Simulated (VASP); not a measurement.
Wanted: the native input for a VASP 6.6.1 run.

```
Task                   : single point
Functional             : PBE
Potentials or basis    : VASP PAW PBE potentials, release 64 (Zn, S)
Cutoff                 : 520 eV
k mesh                 : 8 × 8 × 6
Occupations            : gaussian, width 0.05 eV
Spin                   : no spin polarisation
Dipole correction      : no
Further INCAR settings : ALGO = Normal; EDIFF = 1e-06; NBANDS = 26
```

The structure of ZnS lies in POSCAR:

```
ZnS
1.0
    0.0000000000     -2.7046500000     -2.7046500000
    0.0000000000      2.7046500000     -2.7046500000
    5.4093000000      0.0000000000      0.0000000000
Zn S
2 2
Direct
    0.5000000000      0.5000000000      0.5000000000
    0.0000000000      0.0000000000      0.0000000000
    0.0000000000      0.5000000000      0.2500000000
    0.5000000000      0.0000000000      0.7500000000
```

The input as run:

INCAR

```
SYSTEM = ZnS
PREC     = Accurate       ! precision mode
ENCUT    = 520            ! plane-wave cutoff, eV
EDIFF    = 1E-6           ! SCF threshold, eV
ISMEAR   = 0              ! smearing method
SIGMA    = 0.05           ! smearing width, eV
LREAL    = .FALSE.        ! projectors in reciprocal space
LASPH    = .TRUE.         ! aspherical terms in the spheres
NELM     = 60             ! most SCF steps
ALGO     = Normal         ! electronic algorithm
ISIF     = 2              ! what is computed and relaxed
LWAVE    = .FALSE.        ! write WAVECAR
LCHARG   = .TRUE.         ! write CHGCAR
GGA      = PE             ! functional
LELF     = .TRUE.         ! ELF
LVHAR    = .TRUE.       
NBANDS   = 26             ! bands
```

KPOINTS

```
regular mesh
0
G
  8 8 6
  0 0 0
```

Potentials or basis: VASP PAW PBE potentials, release 64 (Zn, S).

Command:

```console
$ cat potpaw_PBE.64/Zn/POTCAR potpaw_PBE.64/S/POTCAR > POTCAR
$ mpirun -np 1 vasp_std > vasp.out
```

It gave:

The pressure is 1.5 GPa and the band gap on the k mesh is 2.10 eV.

It took 3 min on 1 thread of AMD EPYC 7R13, on a shared host, peak memory 0.21 GiB.
